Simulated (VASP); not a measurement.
Crystal: BAu.

```
B Au
1.0
     0.00000    2.40875    2.40875
     2.40875    0.00000    2.40875
     2.40875    2.40875    0.00000
B Au
1 1
Direct
  0.00000 0.00000 0.00000
  0.50000 0.50000 0.50000
```

```yaml
Program: VASP 6.6.1
Task: relaxation of cell and atoms
Functional: PBE
Potentials_or_basis: VASP PAW PBE potentials, release 64 (B, Au)
Cutoff: 600 eV
k_mesh: 6 × 6 × 6
Occupations: gaussian, width 0.1 eV
Spin: no spin polarisation
```

At the start: pressure -8.7 GPa; volume 13.98 Å³/atom.

Question: Where does the relaxation end?

Answer: Over 3 steps the energy falls by 27.2 meV/atom and the volume is 13.05 Å³/atom (-6.6 %); space group Fm-3m (No. 225, to 0.05 Å).

Step by step:
```csv
step,energy change (eV),largest force (eV/Å),pressure (GPa),volume (Å³)
1,0.0000,0.0000,-8.67,27.95
2,-0.0308,0.0000,7.40,25.00
3,-0.0544,0.0000,-0.07,26.09
```

Final structure:
```cif
data_structure
_symmetry_space_group_name_H-M 'P 1'
_symmetry_Int_Tables_number 1
_cell_length_a 3.3292
_cell_length_b 3.3292
_cell_length_c 3.3292
_cell_angle_alpha 60.000
_cell_angle_beta 60.000
_cell_angle_gamma 60.000
_cell_volume 26.09
loop_
_atom_site_label
_atom_site_type_symbol
_atom_site_fract_x
_atom_site_fract_y
_atom_site_fract_z
_atom_site_occupancy
B1 B 0.00000 0.00000 0.00000 1
Au1 Au 0.50000 0.50000 0.50000 1
```

Caveat: the k points lie up to 0.39 Å⁻¹ apart in the final cell.
